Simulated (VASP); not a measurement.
# SrO (Fm-3m) in VASP: settings compared

The runs below take SrO through single point, with PBE, PBEsol.

Program: VASP 6.6.1. These are calculated values, not measurements. Logs are shortened: lines on timing, memory, paths and dates and some standing lists are left out, and cuts for length are marked.

## 1. The cell of the first run

It takes space group Fm-3m (No. 225, cubic). The conventional cell has a = 5.133 Å, b = 5.133 Å, c = 5.133 Å, α = 90.00°, β = 90.00°, γ = 90.00°. Sr (site symmetry m-3m) has 6 O at 2.57 Å within 3.4 Å. O (site symmetry m-3m) has 6 Sr at 2.57 Å within 3.4 Å.

## 2. Single point, PBE

Input file INCAR:

```
SYSTEM = SrO
  ALGO = Normal
  EDIFF = 1E-6
  ENCUT = 520
  GGA = PE
  ISIF = 2
  ISMEAR = 0
  LASPH = .True.
  LCHARG = .False.
  LREAL = .False.
  LWAVE = .False.
  NBANDS = 15
  NELM = 100
  PREC = Accurate
  SIGMA = 0.028999999999999998
```

Input file KPOINTS:

```
k-points
0
Gamma
  9 9 9
  0 0 0
```

Input file POSCAR:

```
SrO
1.0
    0.0000000000      2.5663000000      2.5663000000
    2.5663000000      0.0000000000      2.5663000000
    2.5663000000      2.5663000000      0.0000000000
Sr O
1 1
Direct
    0.5000000000      0.5000000000      0.5000000000
    0.0000000000      0.0000000000      0.0000000000
```

Potentials or basis: VASP PAW PBE potentials, release 64 (Sr_sv, O).

Started as:

```sh
$ cat potpaw_PBE.64/Sr_sv/POTCAR potpaw_PBE.64/O/POTCAR > POTCAR
$ mpirun -np 1 vasp_std > vasp.out
```

OUTCAR:

```text
SYSTEM = SrO
   EDIFF = 1E-6
   ENCUT = 520
   GGA = PE
   ISIF = 2
   ISMEAR = 0
   LASPH = .True.
   LREAL = .False.
   NELM = 100
   PREC = Accurate

 ion  position               nearest neighbor table
   1  0.500  0.500  0.500-   2 2.57   2 2.57   2 2.57   2 2.57   2 2.57   2 2.57
   2  0.000  0.000  0.000-   1 2.57   1 2.57   1 2.57   1 2.57   1 2.57   1 2.57

  LATTYP: Found a face centered cubic cell.
 ALAT       =     5.1326000000

  Lattice vectors:

 A1 = (   0.0000000000,   2.5663000000,   2.5663000000)
 A2 = (   2.5663000000,   0.0000000000,   2.5663000000)
 A3 = (   2.5663000000,   2.5663000000,   0.0000000000)

Analysis of symmetry for initial positions (statically):
=====================================================================
 Subroutine PRICEL returns:
 Original cell was already a primitive cell.

 Routine SETGRP: Setting up the symmetry group for a
 face centered cubic supercell.

 Subroutine GETGRP returns: Found 48 space group operations
[... 9 lines left out ...]

 Routine SETGRP: Setting up the symmetry group for a
 face centered cubic supercell.

 Subroutine GETGRP returns: Found 48 space group operations
[... 11 lines left out ...]
                                     Primitive cell

  volume of cell :      33.8028

  direct lattice vectors                    reciprocal lattice vectors
     0.000000000  2.566300000  2.566300000    -0.194833028  0.194833028  0.194833028
     2.566300000  0.000000000  2.566300000     0.194833028 -0.194833028  0.194833028
     2.566300000  2.566300000  0.000000000     0.194833028  0.194833028 -0.194833028

  length of vectors
     3.629296265  3.629296265  3.629296265     0.337460704  0.337460704  0.337460704

  position of ions in fractional coordinates (direct lattice)
     0.500000000  0.500000000  0.500000000
     0.000000000  0.000000000  0.000000000

  ion indices of the primitive-cell ions
   primitive index   ion index
                 1           1
                 2           2

----------------------------------------------------------------------------------------

 KPOINTS: k-points

Automatic generation of k-mesh.
 Grid dimensions read from file:
 generate k-points for:    9    9    9

 Generating k-lattice:

  Cartesian coordinates                     Fractional coordinates (reciprocal lattice)
    -0.021648114  0.021648114  0.021648114     0.111111111  0.000000000  0.000000000
     0.021648114 -0.021648114  0.021648114     0.000000000  0.111111111  0.000000000
     0.021648114  0.021648114 -0.021648114     0.000000000  0.000000000  0.111111111

  Length of vectors
     0.037495634  0.037495634  0.037495634

  Shift w.r.t. Gamma in fractional coordinates (k-lattice)
     0.000000000  0.000000000  0.000000000

 Subroutine IBZKPT returns following result:
 ===========================================

 Found     35 irreducible k-points:

 Following reciprocal coordinates:
            Coordinates               Weight
  0.000000  0.000000  0.000000      1.000000
  0.111111  0.000000  0.000000      8.000000
  0.222222  0.000000  0.000000      8.000000
  0.333333  0.000000  0.000000      8.000000
  0.444444  0.000000  0.000000      8.000000
  0.111111  0.111111  0.000000      6.000000
[... 16 lines left out ...]
 -0.333333  0.333333  0.000000     12.000000
  0.444444  0.444444  0.000000      6.000000
 [... further k-points ...]
   k-points           NKPTS =     35   k-points in BZ     NKDIM =     35   number of bands    NBANDS=     15
   number of dos      NEDOS =    301   number of ions     NIONS =      2
   total plane-waves  NPLWV =  21952
   dimension x,y,z NGX =    28 NGY =   28 NGZ =   28
   dimension x,y,z NGXF=    56 NGYF=   56 NGZF=   56
   ions per type =               1   1
   NGX,Y,Z   is equivalent  to a cutoff of  12.83, 12.83, 12.83 a.u.
   NGXF,Y,Z  is equivalent  to a cutoff of  25.65, 25.65, 25.65 a.u.
 SYSTEM =  SrO
   PREC   = accura    normal or accurate (medium, high low for compatibility)
   ISTART =      0    job   : 0-new  1-cont  2-samecut
   ICHARG =      2    charge: 1-file 2-atom 10-const
   ISPIN  =      1    spin polarized calculation?
   LNONCOLLINEAR =      F non collinear calculations
   LSORBIT =      F    spin-orbit coupling
   LASPH  =      T    aspherical Exc in radial PAW
   ENCUT  =  520.0 eV  38.22 Ry    6.18 a.u.   6.75  6.75  6.75*2*pi/ulx,y,z
   NELM   =    100;   NELMIN=  2; NELMDL= -5     # of ELM steps
   EDIFF  = 0.1E-05   stopping-criterion for ELM
   LREAL  =      F    real-space projection
   EDIFFG = 0.1E-04   stopping-criterion for IOM
   NSW    =      0    number of steps for IOM
   IBRION =     -1    ionic relax: 0-MD 1-quasi-New 2-CG
   NFREE  =      0    steps in history (QN), initial steepest desc. (CG)
   ISIF   =      2    stress and relaxation
   ISYM   =      2    0-nonsym 1-usesym 2-fastsym
   POTIM  = 0.5000    time-step for ionic-motion
   TEBEG  =    0.0;   TEEND  =   0.0 temperature during run
   PSTRESS=    0.0 pullay stress
   NELECT =      16.0000    total number of electrons
   NUPDOWN=      -1.0000    fix difference up-down
   EMIN   =  10.00;   EMAX   =-10.00  energy-range for DOS
   EFERMI =   0.00;   METHOD = LEGACY
   ISMEAR =     0;   SIGMA  =   0.03  broadening in eV -4-tet -1-fermi 0-gaus
   EFERMI_NEDOS =   21; number of points for ismear=-14 and -15
   IALGO  =     38    algorithm
   IMIX   =      4    mixing-type and parameters
     AMIX     =   0.40;   BMIX     =  1.00
     AMIX_MAG =   1.60;   BMIX_MAG =  1.00
  volume/ion in A,a.u.               =      16.90       114.06
  Fermi-wavevector in a.u.,A,eV,Ry     =   1.275843  2.410995 22.147245  1.627777
  Thomas-Fermi vector in A             =   2.408533
   LORBIT       =      0    0 simple, 1 ext, 2 COOP (PROOUT), +10 PAW based schemes
   GGA     = PE    functional components
   LHFCALC =     F    Hartree Fock is set to
   AEXX    =    0.0000 exact exchange contribution
   IVDW    =     0    specifies the selected vdW correction
   LEPSILON=     F    determine dielectric tensor
   LRPA    =     F    only Hartree local field effects (RPA)
 non-spin polarized calculation
 Gauss-broadening in eV      SIGMA  =   0.03
  energy-cutoff  :      520.00
  volume of cell :       33.80
 maximum number of plane-waves:       941
   NGX = 13   NGY = 13   NGZ = 13

 number of electron      15.9999996 magnetization

 Free energy of the ion-electron system (eV)
  ---------------------------------------------------
  ext. energy  EPLUGINS =         0.00000000
  ---------------------------------------------------
  free energy    TOTEN  =       -12.03701882 eV

  energy without entropy =      -12.03701882  energy(sigma->0) =      -12.03701882

 E-fermi :   1.9304     XC(G=0): -10.0524

 val. band max:        1.6892917267   @ k =   0.0000   0.0000   0.0000
 cond. band min:       5.0090644143   @ k =   0.4444   0.4444   0.0000
 fundamental gap:      3.3197726876
 Fermi energy:         1.9304369202

 k-point     1 :       0.0000    0.0000    0.0000
  band No.  band energies     occupation
      1     -30.6804      2.00000
      2     -13.4084      2.00000
      3     -12.3125      2.00000
      4     -12.3125      2.00000
      5     -12.3125      2.00000
      6       1.6893      2.00000
      7       1.6893      2.00000
      8       1.6893      2.00000
      9       5.7119      0.00000
     10       7.9121      0.00000
     11       7.9121      0.00000
     12       7.9121      0.00000
     13      10.0916      0.00000
     14      10.0916      0.00000
     15      14.4279      0.00000

 k-point     2 :       0.1111    0.0000    0.0000
  band No.  band energies     occupation
      1     -30.6642      2.00000
      2     -13.7132      2.00000
      3     -12.3224      2.00000
      4     -12.3224      2.00000
      5     -12.0473      2.00000
      6       1.3192      2.00000
      7       1.5290      2.00000
      8       1.5290      2.00000
      9       6.2767      0.00000
     10       7.7854      0.00000
     11       8.1563      0.00000
     12       8.1563      0.00000
     13      10.4199      0.00000
     14      10.4199      0.00000
     15      15.2331      0.00000

 k-point     3 :       0.2222    0.0000    0.0000
  band No.  band energies     occupation
      1     -30.6226      2.00000
      2     -14.2298      2.00000
      3     -12.3472      2.00000
      4     -12.3472      2.00000
      5     -11.6321      2.00000
      6       0.5892      2.00000
      7       1.1603      2.00000
      8       1.1603      2.00000
      9       7.5307      0.00000
     10       7.7330      0.00000
     11       8.8352      0.00000
     12       8.8352      0.00000
     13      11.2678      0.00000
     14      11.2678      0.00000
     15      17.0306      0.00000

 k-point     4 :       0.3333    0.0000    0.0000
  band No.  band energies     occupation
      1     -30.5747      2.00000
      2     -14.6656      2.00000
      3     -12.3749      2.00000
      4     -12.3749      2.00000
      5     -11.3121      2.00000
      6      -0.0679      2.00000
      7       0.7903      2.00000
      8       0.7903      2.00000
      9       7.9000      0.00000
     10       9.0160      0.00000
     11       9.7507      0.00000
     12       9.7507      0.00000
     13      12.3726      0.00000
     14      12.3726      0.00000
     15      17.6183      0.00000
[... 307 lines left out ...]
 k-point    22 :      -0.4444    0.3333    0.0000
  band No.  band energies     occupation
      1     -30.5029      2.00000
      2     -14.1603      2.00000
      3     -13.0435      2.00000
      4     -12.5934      2.00000
      5     -11.9673      2.00000
      6       0.8199      2.00000
      7       1.1470      2.00000
      8       1.1821      2.00000
      9       6.2438      0.00000
     10       9.7426      0.00000
     11      10.5213      0.00000
     12      11.9028      0.00000
     13      12.6730      0.00000
     14      14.8713      0.00000
     15      15.0203      0.00000

 k-point    23 :      -0.3333    0.3333    0.0000
  band No.  band energies     occupation
      1     -30.5067      2.00000
      2     -14.3903      2.00000
      3     -13.0112      2.00000
      4     -12.5192      2.00000
      5     -11.6634      2.00000
      6       0.3635      2.00000
      7       0.8795      2.00000
      8       1.2090      2.00000
      9       7.3911      0.00000
     10       8.9142      0.00000
     11      10.6986      0.00000
     12      11.2747      0.00000
     13      13.0528      0.00000
     14      14.5442      0.00000
     15      16.7869      0.00000

 k-point    24 :       0.4444    0.4444    0.0000
  band No.  band energies     occupation
      1     -30.5032      2.00000
      2     -13.6834      2.00000
      3     -12.9345      2.00000
      4     -12.6737      2.00000
      5     -12.6737      2.00000
      6       1.1557      2.00000
      7       1.5970      2.00000
      8       1.5970      2.00000
      9       5.0091      0.00000
     10       9.4193      0.00000
     11      11.8280      0.00000
     12      12.1120      0.00000
     13      12.6486      0.00000
     14      12.6486      0.00000
     15      15.8627      0.00000

 [... further k-points ...]
[... 5 lines left out ...]
  --------------------------------------------------------------------------------------
  -------------------------------------------------------------------------------------
  Total        0.8281785      0.8281785      0.8281785      0.0000000      0.0000000     -0.0000000
  in kB       39.2538499     39.2538499     39.2538499      0.0000000      0.0000000     -0.0000000
  external PRESSURE =      39.2538499 kB  Pullay stress =       0.0000000 kB

 VOLUME and BASIS-vectors are now :
 -----------------------------------------------------------------------------
  energy-cutoff  :      520.00
  volume of cell :       33.80
      direct lattice vectors                 reciprocal lattice vectors
     0.000000000  2.566300000  2.566300000    -0.194833028  0.194833028  0.194833028
     2.566300000  0.000000000  2.566300000     0.194833028 -0.194833028  0.194833028
     2.566300000  2.566300000  0.000000000     0.194833028  0.194833028 -0.194833028

 POSITION                                       TOTAL-FORCE (eV/Angst)
 -----------------------------------------------------------------------------------
      2.56630      2.56630      2.56630         0.000000     -0.000000     -0.000000
      0.00000      0.00000      0.00000        -0.000000      0.000000      0.000000
 -----------------------------------------------------------------------------------
    total drift:                                0.000000      0.000000      0.000000

  FREE ENERGIE OF THE ION-ELECTRON SYSTEM (eV)
  ---------------------------------------------------
  free  energy   TOTEN  =       -12.0370188185 eV

  energy  without entropy=      -12.0370188185  energy(sigma->0) =      -12.03701882
```

Wall time 7.9 s (1 thread of Intel Xeon 6975P-C (Granite Rapids), shared host); peak memory 0.16 GiB.

Results:

```
Free energy            : -12.0370 eV
Pressure               : 3.9 GPa
Band gap on the k mesh : 3.32 eV, indirect (least direct gap 3.41 eV)
```

## 3. Single point, PBEsol

Input file INCAR:

```
SYSTEM = SrO
  PREC = Accurate
  ENCUT = 520
  EDIFF = 1E-6
  ISMEAR = 0
  SIGMA = 0.1
  LREAL = .FALSE.
  LASPH = .TRUE.
  NELM = 100
  ALGO = Normal
  ISIF = 2
  LWAVE = .FALSE.
  LCHARG = .TRUE.
  GGA = PS
  LELF = .TRUE.
  LVHAR = .TRUE.
  NBANDS = 15
```

Input file KPOINTS:

```
regular mesh
0
G
  9 9 9
  0 0 0
```

POSCAR is that of step 2.

Potentials or basis: VASP PAW PBE potentials, release 64 (Sr_sv, O).

Started as:

```sh
$ cat potpaw_PBE.64/Sr_sv/POTCAR potpaw_PBE.64/O/POTCAR > POTCAR
$ mpirun -np 1 vasp_std > vasp.out
```

It took 8.4 s on 1 thread of Intel Xeon 6975P-C (Granite Rapids), shared host; peak memory 0.16 GiB.

It converged, with:

| Item | Value |
| --- | --- |
| Free energy | -12.6397 eV |
| Pressure | 0.1 GPa |
| Band gap on the k mesh | 3.21 eV, indirect (least direct gap 3.30 eV) |

Levels at points of the mesh, in eV from the valence-band top:
```
           k point  band 6  band 7  band 8  band 9  band 10  band 11
(0.00, 0.00, 0.00)    0.00    0.00    0.00    3.86     6.17     6.17
```

Caveat: the PAW data sets were made with another functional, which shifts forces and pressure a little. A k mesh can miss the band edges.
